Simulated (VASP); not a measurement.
# CO2 (I-42d) in VASP: notebook

The runs below take CO2 through single point, relaxation of cell and atoms, with PBEsol, LDA, RPBE, RPBE+D4.

Program: VASP 6.6.1. These are calculated values, not measurements. Logs are shortened: lines on timing, memory, paths and dates and some standing lists are left out, and cuts for length are marked.

### 1 The cell of the first run

The structure is tetragonal, space group I-42d (No. 122). Conventional cell: a = 3.918 Å, b = 3.918 Å, c = 5.936 Å, α = 90.00°, β = 90.00°, γ = 90.00°. O (site symmetry 2) has 2 C at 1.39 Å within 1.9 Å. Within 1.9 Å of C (site symmetry -4) lie 4 O at 1.39 Å.

### 2 Single point, PBEsol

The input, INCAR:

```
SYSTEM = CO2
PREC     = Accurate       ! precision mode
ENCUT    = 520            ! plane-wave cutoff, eV
EDIFF    = 1E-7           ! SCF threshold, eV
ISMEAR   = -1             ! smearing method
SIGMA    = 0.05           ! smearing width, eV
LREAL    = .FALSE.        ! projectors in reciprocal space
LASPH    = .TRUE.         ! aspherical terms in the spheres
NELM     = 60             ! most SCF steps
ALGO     = Normal         ! electronic algorithm
ISIF     = 2              ! what is computed and relaxed
LWAVE    = .FALSE.        ! write WAVECAR
LCHARG   = .TRUE.         ! write CHGCAR
GGA      = PS             ! functional
LELF     = .TRUE.         ! ELF
LVHAR    = .TRUE.       
NBANDS   = 25             ! bands
```

The input, KPOINTS:

```
regular mesh
0
G
  9 9 9
  0 0 0
```

The input, POSCAR:

```
CO2
1.0
   -1.9591081608      1.9591081608      2.9681376600
    1.9591081608     -1.9591081608      2.9681376600
    1.9591081608      1.9591081608     -2.9681376600
O C
4 2
Direct
    0.8750000000      0.9577596167      0.5827596167
    0.3750000000      0.2922403833      0.4172403833
    0.0422403833      0.6250000000      0.9172403833
    0.7077596167      0.1250000000      0.0827596167
    0.0000000000      0.0000000000      0.0000000000
    0.7500000000      0.2500000000      0.5000000000
```

Potentials or basis: VASP PAW PBE potentials, release 64 (O, C).

Command:

```console
$ cat potpaw_PBE.64/O/POTCAR potpaw_PBE.64/C/POTCAR > POTCAR
$ mpirun -np 1 vasp_std > vasp.out
```

OUTCAR:

```text
SYSTEM = CO2
   PREC = Accurate
   ENCUT = 520
   EDIFF = 1E-7
   ISMEAR = -1
   LREAL = .FALSE.
   LASPH = .TRUE.
   NELM = 60
   ISIF = 2
   GGA = PS

 ion  position               nearest neighbor table
   1  0.875  0.958  0.583-   5 1.39   6 1.39
   2  0.375  0.292  0.417-   5 1.39   6 1.39
   3  0.042  0.625  0.917-   6 1.39   5 1.39
   4  0.708  0.125  0.083-   6 1.39   5 1.39
   5  0.000  0.000  0.000-   1 1.39   2 1.39   3 1.39   4 1.39
   6  0.750  0.250  0.500-   3 1.39   4 1.39   1 1.39   2 1.39

  LATTYP: Found a body centered tetragonal cell.
 ALAT       =     3.9182163216
 C/A-ratio  =     1.5150453249

  Lattice vectors:

 A1 = (  -1.9591081608,   1.9591081608,   2.9681376600)
 A2 = (   1.9591081608,  -1.9591081608,   2.9681376600)
 A3 = (   1.9591081608,   1.9591081608,  -2.9681376600)

Analysis of symmetry for initial positions (statically):
=====================================================================
 Subroutine PRICEL returns:
 Original cell was already a primitive cell.

 Routine SETGRP: Setting up the symmetry group for a
 body centered tetragonal supercell.

 Subroutine GETGRP returns: Found  8 space group operations
 (whereof  4 operations were pure point group operations)
 out of a pool of 16 trial point group operations.

The static configuration has the point symmetry S_4 .
 The point group associated with its full space group is D_2d.

Analysis of symmetry for dynamics (positions and initial velocities):
=====================================================================
 Subroutine PRICEL returns:
 Original cell was already a primitive cell.

 Routine SETGRP: Setting up the symmetry group for a
 body centered tetragonal supercell.

 Subroutine GETGRP returns: Found  8 space group operations
 (whereof  4 operations were pure point group operations)
 out of a pool of 16 trial point group operations.

The dynamic configuration has the point symmetry S_4 .
 The point group associated with its full space group is D_2d.

 Subroutine INISYM returns: Found  8 space group operations
 (whereof  4 operations are pure point group operations),
 and found     1 'primitive' translations

----------------------------------------------------------------------------------------

                                     Primitive cell

  volume of cell :      45.5681

  direct lattice vectors                    reciprocal lattice vectors
    -1.959108161  1.959108161  2.968137660     0.000000000  0.255218170  0.168455799
     1.959108161 -1.959108161  2.968137660     0.255218170  0.000000000  0.168455799
     1.959108161  1.959108161 -2.968137660     0.255218170  0.255218170  0.000000000

  length of vectors
     4.060301804  4.060301804  4.060301804     0.305800050  0.305800050  0.360932998

  position of ions in fractional coordinates (direct lattice)
     0.875000000  0.957759617  0.582759617
     0.375000000  0.292240383  0.417240383
     0.042240383  0.625000000  0.917240383
     0.707759617  0.125000000  0.082759617
     0.000000000  0.000000000  0.000000000
     0.750000000  0.250000000  0.500000000

  ion indices of the primitive-cell ions
   primitive index   ion index
                 1           1
                 2           2
                 3           3
                 4           4
                 5           5
                 6           6

----------------------------------------------------------------------------------------

 KPOINTS: regular mesh

Automatic generation of k-mesh.
 Grid dimensions read from file:
 generate k-points for:    9    9    9

 Generating k-lattice:

  Cartesian coordinates                     Fractional coordinates (reciprocal lattice)
     0.000000000  0.028357574  0.018717311     0.111111111 -0.000000000  0.000000000
     0.028357574  0.000000000  0.018717311    -0.000000000  0.111111111  0.000000000
     0.028357574  0.028357574  0.000000000     0.000000000  0.000000000  0.111111111

  Length of vectors
     0.033977783  0.033977783  0.040103666

  Shift w.r.t. Gamma in fractional coordinates (k-lattice)
     0.000000000  0.000000000  0.000000000

 Subroutine IBZKPT returns following result:
 ===========================================

 Found     75 irreducible k-points:

 Following reciprocal coordinates:
            Coordinates               Weight
  0.000000  0.000000  0.000000      1.000000
  0.111111 -0.000000  0.000000      8.000000
  0.222222 -0.000000  0.000000      8.000000
  0.333333 -0.000000  0.000000      8.000000
  0.444444 -0.000000  0.000000      8.000000
  0.111111  0.111111  0.000000      8.000000
[... 16 lines left out ...]
 -0.333333  0.333333  0.000000      4.000000
  0.444444  0.444444  0.000000      8.000000
 [... further k-points ...]
   k-points           NKPTS =     75   k-points in BZ     NKDIM =     75   number of bands    NBANDS=     25
   number of dos      NEDOS =    301   number of ions     NIONS =      6
   total plane-waves  NPLWV =  27000
   dimension x,y,z NGX =    30 NGY =   30 NGZ =   30
   dimension x,y,z NGXF=    60 NGYF=   60 NGZF=   60
   ions per type =               4   2
   NGX,Y,Z   is equivalent  to a cutoff of  12.28, 12.28, 12.28 a.u.
   NGXF,Y,Z  is equivalent  to a cutoff of  24.57, 24.57, 24.57 a.u.
 SYSTEM =  CO2
   PREC   = accura    normal or accurate (medium, high low for compatibility)
   ISTART =      0    job   : 0-new  1-cont  2-samecut
   ICHARG =      2    charge: 1-file 2-atom 10-const
   ISPIN  =      1    spin polarized calculation?
   LNONCOLLINEAR =      F non collinear calculations
   LSORBIT =      F    spin-orbit coupling
   LASPH  =      T    aspherical Exc in radial PAW
   ENCUT  =  520.0 eV  38.22 Ry    6.18 a.u.   7.55  7.55  7.55*2*pi/ulx,y,z
   NELM   =     60;   NELMIN=  2; NELMDL= -5     # of ELM steps
   EDIFF  = 0.1E-06   stopping-criterion for ELM
   LREAL  =      F    real-space projection
   EDIFFG = 0.1E-05   stopping-criterion for IOM
   NSW    =      0    number of steps for IOM
   IBRION =     -1    ionic relax: 0-MD 1-quasi-New 2-CG
   NFREE  =      0    steps in history (QN), initial steepest desc. (CG)
   ISIF   =      2    stress and relaxation
   ISYM   =      2    0-nonsym 1-usesym 2-fastsym
   POTIM  = 0.5000    time-step for ionic-motion
   TEBEG  =    0.0;   TEEND  =   0.0 temperature during run
   PSTRESS=    0.0 pullay stress
   NELECT =      32.0000    total number of electrons
   NUPDOWN=      -1.0000    fix difference up-down
   EMIN   =  10.00;   EMAX   =-10.00  energy-range for DOS
   EFERMI =   0.00;   METHOD = LEGACY
   ISMEAR =    -1;   SIGMA  =   0.05  broadening in eV -4-tet -1-fermi 0-gaus
   EFERMI_NEDOS =   21; number of points for ismear=-14 and -15
   IALGO  =     38    algorithm
   IMIX   =      4    mixing-type and parameters
     AMIX     =   0.40;   BMIX     =  1.00
     AMIX_MAG =   1.60;   BMIX_MAG =  1.00
  volume/ion in A,a.u.               =       7.59        51.25
  Fermi-wavevector in a.u.,A,eV,Ry     =   1.455139  2.749814 28.809385  2.117430
  Thomas-Fermi vector in A             =   2.572208
   LORBIT       =      0    0 simple, 1 ext, 2 COOP (PROOUT), +10 PAW based schemes
   GGA     = PS    functional components
   LHFCALC =     F    Hartree Fock is set to
   AEXX    =    0.0000 exact exchange contribution
   IVDW    =     0    specifies the selected vdW correction
   LEPSILON=     F    determine dielectric tensor
   LRPA    =     F    only Hartree local field effects (RPA)
 non-spin polarized calculation
  energy-cutoff  :      520.00
  volume of cell :       45.57
 maximum number of plane-waves:      1244
 NGX is ok and might be reduce to    30
   NGX = 15   NGY = 15   NGZ = 15

 number of electron      31.9999977 magnetization

 Free energy of the ion-electron system (eV)
  ---------------------------------------------------
  ext. energy  EPLUGINS =         0.00000000
  ---------------------------------------------------
  free energy    TOTEN  =       -46.10735123 eV

  energy without entropy =      -46.10735123  energy(sigma->0) =      -46.10735123

 E-fermi :   3.5329     XC(G=0): -11.5156

 val. band max:        2.3892671611   @ k =   0.4444  -0.0000   0.0000
 cond. band min:       9.9909134914   @ k =   0.0000   0.0000   0.0000
 fundamental gap:      7.6016463303
 Fermi energy:         3.5329431066

 k-point     1 :       0.0000    0.0000    0.0000
  band No.  band energies     occupation
      1     -21.8270      2.00000
      2     -16.5840      2.00000
      3     -16.5840      2.00000
      4     -15.8758      2.00000
      5     -12.2800      2.00000
      6      -7.4577      2.00000
[... 17 lines left out ...]
     24      17.6061      0.00000
     25      17.6061      0.00000

 k-point     2 :       0.1111   -0.0000    0.0000
  band No.  band energies     occupation
      1     -21.7444      2.00000
      2     -16.7753      2.00000
      3     -16.6072      2.00000
      4     -15.9980      2.00000
      5     -12.0100      2.00000
      6      -7.4414      2.00000
[... 17 lines left out ...]
     24      17.5545      0.00000
     25      17.7212      0.00000

 k-point     3 :       0.2222   -0.0000    0.0000
  band No.  band energies     occupation
      1     -21.5082      2.00000
      2     -17.3457      2.00000
      3     -16.6578      2.00000
      4     -16.1531      2.00000
      5     -11.4297      2.00000
      6      -7.4202      2.00000
[... 17 lines left out ...]
     24      17.3260      0.00000
     25      17.7994      0.00000

 k-point     4 :       0.3333   -0.0000    0.0000
  band No.  band energies     occupation
      1     -21.1655      2.00000
      2     -18.0481      2.00000
      3     -16.7037      2.00000
      4     -16.2576      2.00000
      5     -10.8836      2.00000
      6      -7.3817      2.00000
[... 17 lines left out ...]
     24      17.0389      0.00000
     25      17.5616      0.00000
[... 477 lines left out ...]
 k-point    22 :      -0.4444    0.3333    0.0000
  band No.  band energies     occupation
      1     -20.5076      2.00000
      2     -18.9470      2.00000
      3     -16.7428      2.00000
      4     -16.5028      2.00000
      5      -9.9559      2.00000
      6      -8.6170      2.00000
[... 17 lines left out ...]
     24      16.7042      0.00000
     25      17.8175      0.00000

 k-point    23 :      -0.3333    0.3333    0.0000
  band No.  band energies     occupation
      1     -20.8591      2.00000
      2     -18.4766      2.00000
      3     -16.7244      2.00000
      4     -16.3843      2.00000
      5     -10.4115      2.00000
      6      -8.4482      2.00000
[... 17 lines left out ...]
     24      16.6398      0.00000
     25      18.0516      0.00000

 k-point    24 :       0.4444    0.4444    0.0000
  band No.  band energies     occupation
      1     -19.8346      2.00000
      2     -19.7054      2.00000
      3     -16.6977      2.00000
      4     -16.6444      2.00000
      5      -9.3206      2.00000
      6      -9.1123      2.00000
[... 17 lines left out ...]
     24      17.1943      0.00000
     25      17.5410      0.00000

 [... further k-points ...]
[... 5 lines left out ...]
  --------------------------------------------------------------------------------------
  -------------------------------------------------------------------------------------
  Total        0.5236516      0.5236516      0.4312553      0.0000000      0.0000000      0.0000000
  in kB       18.4116262     18.4116262     15.1629674      0.0000000      0.0000000      0.0000000
  external PRESSURE =      17.3287399 kB  Pullay stress =       0.0000000 kB

 VOLUME and BASIS-vectors are now :
 -----------------------------------------------------------------------------
  energy-cutoff  :      520.00
  volume of cell :       45.57
      direct lattice vectors                 reciprocal lattice vectors
    -1.959108161  1.959108161  2.968137660     0.000000000  0.255218170  0.168455799
     1.959108161 -1.959108161  2.968137660     0.255218170  0.000000000  0.168455799
     1.959108161  1.959108161 -2.968137660     0.255218170  0.255218170  0.000000000

 POSITION                                       TOTAL-FORCE (eV/Angst)
 -----------------------------------------------------------------------------------
      1.30382      0.97955      3.71017        -0.098844      0.000000      0.000000
      0.65528      0.97955      0.74203         0.098844      0.000000      0.000000
      2.93866      0.65528     -0.74203        -0.000000      0.098844      0.000000
     -0.97955      1.30382      2.22610        -0.000000     -0.098844      0.000000
      0.00000      0.00000      0.00000        -0.000000      0.000000      0.000000
     -0.00000      1.95911      1.48407        -0.000000      0.000000      0.000000
 -----------------------------------------------------------------------------------
    total drift:                                0.000002      0.000002      0.000003

  FREE ENERGIE OF THE ION-ELECTRON SYSTEM (eV)
  ---------------------------------------------------
  free  energy   TOTEN  =       -46.1073512294 eV

  energy  without entropy=      -46.1073512294  energy(sigma->0) =      -46.10735123
```

Run time: 93 s. Hardware: 1 thread of Intel Xeon Platinum 8259CL at 2.50GHz (Skylake/Cascade Lake), shared host; peak memory 0.2 GiB.

Results:

* Free energy: -46.1074 eV
* Pressure: 1.7 GPa
* Largest force: 0.099 eV/Å
* Band gap on the k mesh: 7.60 eV (least direct gap 8.02 eV)

Forces in eV/Å, atoms in the order of the input:
```
O   -0.099  0.000  0.000
O    0.099  0.000  0.000
O    0.000  0.099  0.000
O    0.000 -0.099  0.000
C    0.000  0.000  0.000
C    0.000  0.000  0.000
```

Stress tensor (GPa, compression positive):
```
1.84 0.00 0.00
0.00 1.84 0.00
0.00 0.00 1.52
```

Caveat: the PAW data sets were made with another functional, which shifts forces and pressure a little. A k mesh can miss the band edges.

### 3 Single point, PBEsol

This run uses another cell than the first one, of 6.78 Å³/atom.

The input, INCAR:

```
SYSTEM = CO2
PREC = Accurate
ENCUT = 1340
EDIFF = 1E-6
ISMEAR = -1
SIGMA = 0.05
LREAL = .FALSE.
LASPH = .TRUE.
NELM = 120
ALGO = Normal
ISIF = 2
LWAVE = .FALSE.
LCHARG = .FALSE.
GGA = PS
NBANDS = 25
GGA_COMPAT = .FALSE.
```

The input, KPOINTS:

```
Automatic mesh
0
G
  9 9 9
  0 0 0
```

The input, POSCAR:

```
CO2
1.0
   -1.8582505344      1.8582505344      2.9453091065
    1.8582505344     -1.8582505344      2.9453091065
    1.8582505344      1.8582505344     -2.9453091065
O C
4 2
Direct
    0.8750000000      0.9380988177      0.5630988177
    0.3750000000      0.3119011823      0.4369011823
    0.0619011823      0.6250000000      0.9369011823
    0.6880988177      0.1250000000      0.0630988177
    0.0000000000      0.0000000000      0.0000000000
    0.7500000000      0.2500000000      0.5000000000
```

Potentials or basis: VASP PAW PBE potentials, release 64 (O_h, C_h).

Command:

```console
$ cat potpaw_PBE.64/O_h/POTCAR potpaw_PBE.64/C_h/POTCAR > POTCAR
$ mpirun -np 1 vasp_std > vasp.out
```

OUTCAR:

```text
SYSTEM = CO2
   PREC = Accurate
   ENCUT = 1340
   EDIFF = 1E-6
   ISMEAR = -1
   LREAL = .FALSE.
   LASPH = .TRUE.
   NELM = 120
   ISIF = 2
   GGA = PS

 ion  position               nearest neighbor table
   1  0.875  0.938  0.563-   5 1.37   6 1.37
   2  0.375  0.312  0.437-   6 1.37   5 1.37
   3  0.062  0.625  0.937-   5 1.37   6 1.37
   4  0.688  0.125  0.063-   5 1.37   6 1.37
   5  0.000  0.000  0.000-   1 1.37   3 1.37   4 1.37   2 1.37
   6  0.750  0.250  0.500-   1 1.37   2 1.37   4 1.37   3 1.37

  LATTYP: Found a body centered tetragonal cell.
 ALAT       =     3.7165010688
 C/A-ratio  =     1.5849903186

  Lattice vectors:

 A1 = (  -1.8582505344,   1.8582505344,   2.9453091065)
 A2 = (   1.8582505344,  -1.8582505344,   2.9453091065)
 A3 = (   1.8582505344,   1.8582505344,  -2.9453091065)

Analysis of symmetry for initial positions (statically):
=====================================================================
 Subroutine PRICEL returns:
 Original cell was already a primitive cell.

[... 173 lines left out ...]
  ---------------------------------------------------
  free energy    TOTEN  =       -46.10455500 eV

  energy without entropy =      -46.10455500  energy(sigma->0) =      -46.10455500

 E-fermi :   5.8949     XC(G=0): -12.3021

 val. band max:        4.8030945239   @ k =  -0.3333   0.3333   0.3333
 cond. band min:      12.4289425118   @ k =   0.0000   0.0000   0.0000
 fundamental gap:      7.6258479879
 Fermi energy:         5.8949454795

 k-point     1 :       0.0000    0.0000    0.0000
  band No.  band energies     occupation
      1     -20.1458      2.00000
      2     -14.3892      2.00000
      3     -14.3892      2.00000
      4     -13.6924      2.00000
      5      -9.8195      2.00000
      6      -5.3284      2.00000
[... 661 lines left out ...]
     24      20.1155      0.00000
     25      21.1870      0.00000

 [... further k-points ...]
[... 5 lines left out ...]
  --------------------------------------------------------------------------------------
  -------------------------------------------------------------------------------------
  Total        5.0918692      5.0918692      5.0689317      0.0000000     -0.0000000      0.0000000
  in kB      200.5341856    200.5341856    199.6308306      0.0000000     -0.0000000      0.0000000
  external PRESSURE =     200.2330673 kB  Pullay stress =       0.0000000 kB

 VOLUME and BASIS-vectors are now :
 -----------------------------------------------------------------------------
  energy-cutoff  :     1340.00
  volume of cell :       40.68
      direct lattice vectors                 reciprocal lattice vectors
    -1.858250534  1.858250534  2.945309106     0.000000000  0.269070285  0.169761469
     1.858250534 -1.858250534  2.945309106     0.269070285  0.000000000  0.169761469
     1.858250534  1.858250534 -2.945309106     0.269070285  0.269070285  0.000000000

 POSITION                                       TOTAL-FORCE (eV/Angst)
 -----------------------------------------------------------------------------------
      1.16363      0.92913      3.68164        -0.032086      0.000000     -0.000000
      0.69462      0.92913      0.73633         0.032086     -0.000000      0.000000
      2.78738      0.69462     -0.73633        -0.000000      0.032086      0.000000
     -0.92913      1.16363      2.20898         0.000000     -0.032086     -0.000000
      0.00000      0.00000      0.00000         0.000000     -0.000000      0.000000
     -0.00000      1.85825      1.47265        -0.000000      0.000000     -0.000000
 -----------------------------------------------------------------------------------
    total drift:                               -0.000000     -0.000000     -0.000000

  FREE ENERGIE OF THE ION-ELECTRON SYSTEM (eV)
  ---------------------------------------------------
  free  energy   TOTEN  =       -46.1045549955 eV

  energy  without entropy=      -46.1045549954  energy(sigma->0) =      -46.10455500
```

Wall time 3.8 min (1 thread of Intel Xeon Platinum 8259CL at 2.50GHz (Skylake/Cascade Lake), shared host); peak memory 0.46 GiB.

What came out:

| Quantity | Value |
| --- | --- |
| Free energy | -46.1046 eV |
| Pressure | 20.0 GPa |
| Largest force | 0.032 eV/Å |
| Band gap on the k mesh | 7.63 eV (least direct gap 7.87 eV) |

Forces in eV/Å, atoms in the order of the input:
```
O   -0.032  0.000  0.000
O    0.032  0.000  0.000
O    0.000  0.032  0.000
O    0.000 -0.032  0.000
C    0.000  0.000  0.000
C    0.000  0.000  0.000
```

Caveat: the cell stands under pressure; the PAW data sets were made with another functional, which shifts forces and pressure a little.

[end of part 1 of 2]
